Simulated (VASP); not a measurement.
The system is GaC2.

```
Ga C
1.0
     4.19662    0.00000    0.00000
     0.00000    4.19662    0.00000
     0.00000    0.00000    4.19662
Ga C
2 4
Direct
  0.00000 0.00000 0.00000
  0.50000 0.50000 0.50000
  0.25000 0.25000 0.25000
  0.25000 0.75000 0.75000
  0.75000 0.75000 0.25000
  0.75000 0.25000 0.75000
```

| Item | Value |
| --- | --- |
| Program | VASP 6.6.1 |
| Task | relaxation of cell and atoms |
| Functional | PBE |
| Potentials or basis | VASP PAW PBE potentials, release 64 (Ga_d, C) |
| Cutoff | 600 eV |
| k mesh | 4 × 4 × 4 |
| Occupations | gaussian, width 0.1 eV |
| Spin | no spin polarisation |

At the start: pressure 27.2 GPa; volume 12.32 Å³/atom.

Question: How do energy, volume and symmetry change on relaxing?

Answer: Over 3 steps the energy falls by 189.6 meV/atom and the volume is 14.92 Å³/atom (+21.1 %); space group Pn-3m (No. 224, to 0.1 Å) before and after.

The path:
```
step  energy change (eV)  largest force (eV/Å)  pressure (GPa)  volume (Å³)
   1              0.0000                0.0000           27.15        73.91
   2             -0.9069                0.0000           -7.61        98.56
   3             -1.1375                0.0000            0.37        89.53
```

Final structure:
```xyz
6
Lattice="4.4736 0.0000 0.0000 0.0000 4.4736 0.0000 0.0000 0.0000 4.4736" Properties=species:S:1:pos:R:3 pbc="T T T"
Ga    0.0000    0.0000    0.0000
Ga    2.2368    2.2368    2.2368
C     1.1184    1.1184    1.1184
C     1.1184    3.3552    3.3552
C     3.3552    3.3552    1.1184
C     3.3552    1.1184    3.3552
```

Caveat: the k points lie up to 0.35 Å⁻¹ apart in the final cell, too coarse for converged energies and pressures of a metal; the volume moved by over 15 % at a fixed basis, so the end points are rough.
